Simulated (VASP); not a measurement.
# Bi2Se3: relaxation of shape and atoms at fixed volume with LDA

The system is Bi2Se3.

```
CELL_PARAMETERS angstrom
2.06453 1.19196 9.50574
-2.06453 1.19196 9.50574
0.00000 -2.38391 9.50574
ATOMIC_POSITIONS crystal
Bi 0.39986 0.39986 0.39986
Bi 0.60014 0.60014 0.60014
Se 0.00000 0.00000 0.00000
Se 0.21248 0.21248 0.21248
Se 0.78752 0.78752 0.78752
```

```
Program                : VASP 6.6.1
Task                   : relaxation of shape and atoms at fixed volume
Functional             : LDA
Potentials or basis    : VASP PAW LDA potentials, release 64 (Bi_d, Se)
Cutoff                 : 600 eV
k mesh                 : 6 × 6 × 6
Occupations            : gaussian, width 0.05 eV
Spin                   : no spin polarisation
Dipole correction      : no
Further INCAR settings : ALGO = Normal; EDIFF = 1e-07; IBRION = 2; EDIFFG = -0.01; NSW = 60; ISIF = 4
```

```yaml
Energy_gained_by_relaxing: 0.5 meV/atom
Ionic_steps: 8
Pressure_after_relaxing: -1.2 GPa
Band_gap_on_the_k_mesh: 0.06 eV
```

Forces in eV/Å, atoms in the order of the input:
```
Bi   0.000  0.000 -0.002
Bi   0.000  0.000  0.002
Se   0.000  0.000  0.000
Se   0.000  0.000 -0.002
Se   0.000  0.000  0.002
```

The path:
```csv
step,energy change (eV),largest force (eV/Å),pressure (GPa),volume (Å³)
1,0.0000,0.1128,-0.76,140.35
2,-0.0011,0.0602,-0.87,140.35
3,-0.0014,0.0510,-0.95,140.35
4,-0.0017,0.0394,-0.98,140.35
5,-0.0022,0.0132,-1.05,140.35
6,-0.0022,0.0111,-1.08,140.35
7,-0.0025,0.0070,-1.14,140.35
8,-0.0026,0.0020,-1.20,140.35
```

Final structure:
```
Bi Se
1.0
     2.06637    1.19302    9.48883
    -2.06637    1.19302    9.48883
     0.00000   -2.38603    9.48883
Bi Se
2 3
Direct
  0.40029 0.40029 0.40029
  0.59971 0.59971 0.59971
  0.00000 0.00000 0.00000
  0.21146 0.21146 0.21146
  0.78854 0.78854 0.78854
```

Levels at points of the mesh, in eV from the valence-band top:
```csv
k point,band 22,band 23,band 24,band 25,band 26,band 27
"(0.00, 0.00, 0.00)",-1.24,-1.24,0.00,0.06,1.27,1.27
"(0.50, 0.00, 0.00)",-2.24,-1.26,-0.56,0.71,1.80,2.90
"(0.50, 0.50, 0.00)",-1.95,-1.71,-1.01,1.24,1.87,2.50
"(0.50, 0.50, 0.50)",-1.45,-1.45,-0.54,0.58,1.60,1.60
```

Wall time 29 min on 1 thread of Intel(R) Xeon(R) 6975P-C (Granite Rapids), with other jobs on the host, peak memory 0.76 GiB.

Caveat: spin-orbit coupling is left out, which moves the levels of the heavy elements. A k mesh can miss the band edges.
